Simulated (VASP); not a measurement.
# Na (P6_3/mmc) in VASP: a series of runs, part 2 of 3

VASP 6.6.1.

## 3. Relaxation of cell and atoms, PBE

This run uses another cell than the first one, of 37.71 Å³/atom, 0.907 times its volume.

INCAR

```
SYSTEM = Na
PREC = Accurate
ENCUT = 500
EDIFF = 1E-7
ISMEAR = -1
SIGMA = 0.1
LREAL = .False.
LASPH = .True.
NELM = 120
ALGO = Normal
ISIF = 3
LWAVE = .False.
LCHARG = .False.
GGA = PE
IBRION = 2
NSW = 80
EDIFFG = -0.01
GGA_COMPAT = .False.
NELMIN = 4
```

KPOINTS

```
regular mesh
0
Gamma
  10 10 5
  0 0 0
```

POSCAR

```
Na
1.0
    3.7640418302      0.0000000000      0.0000000000
   -1.8820209151      3.2597558458      0.0000000000
    0.0000000000      0.0000000000      6.1466803087
Na
2
Direct
    0.3333333333      0.6666666667      0.2500000000
    0.6666666667      0.3333333333      0.7500000000
```

Potentials or basis: VASP PAW PBE potentials, release 64 (Na_pv).

Started as:

```
> cat potpaw_PBE.64/Na_pv/POTCAR > POTCAR
> mpirun -np 1 vasp_std > vasp.out
```

OUTCAR:

```text
SYSTEM = Na
   PREC = Accurate
   ENCUT = 500
   EDIFF = 1E-7
   ISMEAR = -1
   LREAL = .False.
   LASPH = .True.
   NELM = 120
   ISIF = 3
   GGA = PE
   IBRION = 2
   NSW = 80
   EDIFFG = -0.01
   NELMIN = 4

 ion  position               nearest neighbor table
   1  0.333  0.667  0.250-
   2  0.667  0.333  0.750-

  LATTYP: Found a hexagonal cell.
 ALAT       =     3.7640418302
 C/A-ratio  =     1.6330000000

  Lattice vectors:

 A1 = (   3.7640418302,   0.0000000000,   0.0000000000)
 A2 = (  -1.8820209151,   3.2597558458,   0.0000000000)
 A3 = (   0.0000000000,   0.0000000000,   6.1466803087)

Analysis of symmetry for initial positions (statically):
=====================================================================
 Subroutine PRICEL returns:
 Original cell was already a primitive cell.

 Routine SETGRP: Setting up the symmetry group for a
 hexagonal supercell.

 Subroutine GETGRP returns: Found 24 space group operations
 (whereof 12 operations were pure point group operations)
 out of a pool of 24 trial point group operations.

The static configuration has the point symmetry D_3d.
 The point group associated with its full space group is D_6h.

Analysis of symmetry for dynamics (positions and initial velocities):
=====================================================================
 Subroutine PRICEL returns:
 Original cell was already a primitive cell.

 Routine SETGRP: Setting up the symmetry group for a
 hexagonal supercell.

 Subroutine GETGRP returns: Found 24 space group operations
 (whereof 12 operations were pure point group operations)
 out of a pool of 24 trial point group operations.

The dynamic configuration has the point symmetry D_3d.
 The point group associated with its full space group is D_6h.

 Subroutine INISYM returns: Found 24 space group operations
 (whereof 12 operations are pure point group operations),
 and found     1 'primitive' translations

----------------------------------------------------------------------------------------

                                     Primitive cell

  volume of cell :      75.4189

  direct lattice vectors                    reciprocal lattice vectors
     3.764041830  0.000000000  0.000000000     0.265671862  0.153385721  0.000000000
    -1.882020915  3.259755846  0.000000000     0.000000000  0.306771442  0.000000000
     0.000000000  0.000000000  6.146680309     0.000000000  0.000000000  0.162689444

  length of vectors
     3.764041830  3.764041830  6.146680309     0.306771442  0.306771442  0.162689444

  position of ions in fractional coordinates (direct lattice)
     0.333333333  0.666666667  0.250000000
     0.666666667  0.333333333  0.750000000

  ion indices of the primitive-cell ions
   primitive index   ion index
                 1           1
                 2           2

----------------------------------------------------------------------------------------

 KPOINTS: regular mesh

Automatic generation of k-mesh.
 Grid dimensions read from file:
 generate k-points for:   10   10    5

 Generating k-lattice:
[... 50 lines left out ...]
   NGX,Y,Z   is equivalent  to a cutoff of  12.37, 12.37, 12.98 a.u.
   NGXF,Y,Z  is equivalent  to a cutoff of  24.73, 24.73, 25.96 a.u.
 SYSTEM =  Na
   PREC   = accura    normal or accurate (medium, high low for compatibility)
   ISTART =      0    job   : 0-new  1-cont  2-samecut
   ICHARG =      2    charge: 1-file 2-atom 10-const
   ISPIN  =      1    spin polarized calculation?
   LNONCOLLINEAR =      F non collinear calculations
   LSORBIT =      F    spin-orbit coupling
   LASPH  =      T    aspherical Exc in radial PAW
   ENCUT  =  500.0 eV  36.75 Ry    6.06 a.u.   6.86  6.86 11.21*2*pi/ulx,y,z
   NELM   =    120;   NELMIN=  4; NELMDL= -5     # of ELM steps
   EDIFF  = 0.1E-06   stopping-criterion for ELM
   LREAL  =      F    real-space projection
   EDIFFG = -.1E-01   stopping-criterion for IOM
   NSW    =     80    number of steps for IOM
   IBRION =      2    ionic relax: 0-MD 1-quasi-New 2-CG
   NFREE  =      1    steps in history (QN), initial steepest desc. (CG)
   ISIF   =      3    stress and relaxation
   ISYM   =      2    0-nonsym 1-usesym 2-fastsym
   POTIM  = 0.5000    time-step for ionic-motion
   TEBEG  =    0.0;   TEEND  =   0.0 temperature during run
   PSTRESS=    0.0 pullay stress
   NELECT =      14.0000    total number of electrons
   NUPDOWN=      -1.0000    fix difference up-down
   EMIN   =  10.00;   EMAX   =-10.00  energy-range for DOS
   EFERMI =   0.00;   METHOD = LEGACY
   ISMEAR =    -1;   SIGMA  =   0.10  broadening in eV -4-tet -1-fermi 0-gaus
   EFERMI_NEDOS =   21; number of points for ismear=-14 and -15
   IALGO  =     38    algorithm
   IMIX   =      4    mixing-type and parameters
     AMIX     =   0.40;   BMIX     =  1.00
     AMIX_MAG =   1.60;   BMIX_MAG =  1.00
  volume/ion in A,a.u.               =      37.71       254.48
  Fermi-wavevector in a.u.,A,eV,Ry     =   0.933879  1.764776 11.866059  0.872131
  Thomas-Fermi vector in A             =   2.060627
   LORBIT       =      0    0 simple, 1 ext, 2 COOP (PROOUT), +10 PAW based schemes
   GGA     = PE    functional components
   LHFCALC =     F    Hartree Fock is set to
   AEXX    =    0.0000 exact exchange contribution
   IVDW    =     0    specifies the selected vdW correction
   LEPSILON=     F    determine dielectric tensor
   LRPA    =     F    only Hartree local field effects (RPA)
 conjugate gradient relaxation of ions
 non-spin polarized calculation
  energy-cutoff  :      500.00
  volume of cell :       75.42
 maximum number of plane-waves:      1928
 NGX is ok and might be reduce to    28
   NGX = 13   NGY = 13   NGZ = 23

--------------------------------------- Ionic step        1  -------------------------------------------

 number of electron      14.0000010 magnetization

 Free energy of the ion-electron system (eV)
  ---------------------------------------------------
  ext. energy  EPLUGINS =         0.00000000
  ---------------------------------------------------
  free energy    TOTEN  =        -2.63832087 eV

  energy without entropy =       -2.60535028  energy(sigma->0) =       -2.62183557

------------------------ aborting loop because EDIFF is reached ----------------------------------------

  FORCE on cell =-STRESS in cart. coord.  units (eV):
  Direction    XX          YY          ZZ          XY          YZ          ZX
  --------------------------------------------------------------------------------------
  -------------------------------------------------------------------------------------
  Total       -0.0646775     -0.0646775     -0.0644838      0.0000000     -0.0000000      0.0000000
  in kB       -1.3739898     -1.3739898     -1.3698764      0.0000000     -0.0000000      0.0000000
  external PRESSURE =      -1.3726186 kB  Pullay stress =       0.0000000 kB
[... 95 lines left out ...]
--------------------------------------- Ionic step        4  -------------------------------------------

 number of electron      14.0000002 magnetization

 Free energy of the ion-electron system (eV)
  ---------------------------------------------------
  ext. energy  EPLUGINS =         0.00000000
  ---------------------------------------------------
  free energy    TOTEN  =        -2.63884828 eV

  energy without entropy =       -2.60616383  energy(sigma->0) =       -2.62250605

 E-fermi :   0.3081     XC(G=0):  -6.5010

 val. band max:        0.2273493965   @ k =   0.2000   0.2000   0.4000
 cond. band min:       0.3657209046   @ k =   0.3000   0.1000   0.4000
 fundamental gap:      0.1383715081
 Fermi energy:         0.3080846117

 k-point     1 :       0.0000    0.0000    0.0000
  band No.  band energies     occupation
      1     -24.6034      2.00000
      2     -24.5736      2.00000
      3     -24.5736      2.00000
      4     -24.5687      2.00000
      5     -24.5687      2.00000
      6     -24.5684      2.00000
      7      -2.9508      2.00000
      8       0.8824      0.00639
      9       1.2873      0.00011
     10      10.3063      0.00000
     11      10.3063      0.00000
[... 309 lines left out ...]
 k-point    24 :       0.4000    0.1000    0.2000
  band No.  band energies     occupation
      1     -24.6004      2.00000
      2     -24.5959      2.00000
      3     -24.5854      2.00000
      4     -24.5814      2.00000
      5     -24.5771      2.00000
      6     -24.5748      2.00000
      7       0.2263      1.38762
      8       1.5771      0.00001
      9       2.6116      0.00000
     10       3.9092      0.00000
     11       5.3384      0.00000

 [... further k-points ...]

------------------------ aborting loop because EDIFF is reached ----------------------------------------

  FORCE on cell =-STRESS in cart. coord.  units (eV):
  Direction    XX          YY          ZZ          XY          YZ          ZX
  --------------------------------------------------------------------------------------
  -------------------------------------------------------------------------------------
  Total       -0.0046399     -0.0046399     -0.0042704     -0.0000000      0.0000000      0.0000000
  in kB       -0.1002398     -0.1002398     -0.0922567     -0.0000000      0.0000000      0.0000000
  external PRESSURE =      -0.0975788 kB  Pullay stress =       0.0000000 kB
[... 17 lines left out ...]
  FREE ENERGIE OF THE ION-ELECTRON SYSTEM (eV)
  ---------------------------------------------------
  free  energy   TOTEN  =        -2.6388482764 eV

  energy  without entropy=       -2.6061638328  energy(sigma->0) =       -2.62250605

 reached required accuracy - stopping structural energy minimisation
```

OSZICAR:

```text
N       E                     dE             d eps       ncg     rms          rms(c)
DAV:   1     0.899829102640E+02    0.89983E+02   -0.78185E+03   924   0.120E+03
DAV:   2     0.535143255500E+00   -0.89448E+02   -0.88984E+02   927   0.309E+02
DAV:   3    -0.259402139048E+01   -0.31292E+01   -0.31257E+01  1110   0.708E+01
DAV:   4    -0.263858362717E+01   -0.44562E-01   -0.44559E-01  1032   0.935E+00
[... 23 lines left out ...]
DAV:   2    -0.264016067784E+01    0.37854E-02   -0.42278E-03  1056   0.133E+00    0.248E-01
DAV:   3    -0.263893085325E+01    0.12298E-02   -0.20184E-03  1059   0.882E-01    0.235E-02
DAV:   4    -0.263884849690E+01    0.82356E-04   -0.93493E-05  1059   0.219E-01    0.179E-03
DAV:   5    -0.263884825429E+01    0.24261E-06   -0.59457E-07   978   0.137E-02    0.680E-04
DAV:   6    -0.263884827635E+01   -0.22065E-07   -0.11673E-07   501   0.775E-03
   4 F= -.26388483E+01 E0= -.26225061E+01  d E =-.527410E-03
```

Run time: 39 s. Hardware: 1 thread of Intel Xeon 6975P-C, shared host; peak memory 0.19 GiB.

Results:

```
Free energy                            : -2.6388 eV
Relaxed volume                         : 37.08 Å³/atom
Relaxed cell                           : a = 3.743 Å, b = 3.743 Å, c = 6.112 Å, α = 90.00°, β = 90.00°, γ = 120.00°
Space group after relaxing (to 0.05 Å) : P6_3/mmc (No. 194)
Energy gained by relaxing              : 0.3 meV/atom
Ionic steps                            : 4
Pressure after relaxing                : 0.0 GPa
Band gap on the k mesh                 : zero (band 7 reaches 1.55 eV, above the bottom of band 8 at -1.47 eV)
```

Step by step:
```tsv
step	energy change (eV)	largest force (eV/Å)	pressure (GPa)	volume (Å³)
1	0.0000	0.0000	-0.14	75.42
2	-0.0003	0.0000	-0.08	75.07
3	-0.0004	0.0000	-0.05	74.76
4	-0.0005	0.0000	-0.01	74.16
```

Final structure:
```
Na
1.0
     3.74300    0.00000    0.00000
    -1.87150    3.24153    0.00000
     0.00000    0.00000    6.11242
Na
2
Direct
  0.33333 0.66667 0.25000
  0.66667 0.33333 0.75000
```

Levels at points of the mesh, in eV from the Fermi level:
```
           k point  band 3  band 4  band 5  band 6  band 7  band 8  band 9  band 10  band 11
(0.00, 0.00, 0.00)  -24.88  -24.88  -24.88  -24.88   -3.26    0.57    0.98    10.00    10.00
(0.50, 0.00, 0.00)  -24.90  -24.89  -24.88  -24.88    0.26    0.38    3.87     3.90     4.38
```

(Part 2 of 3 ends here.)
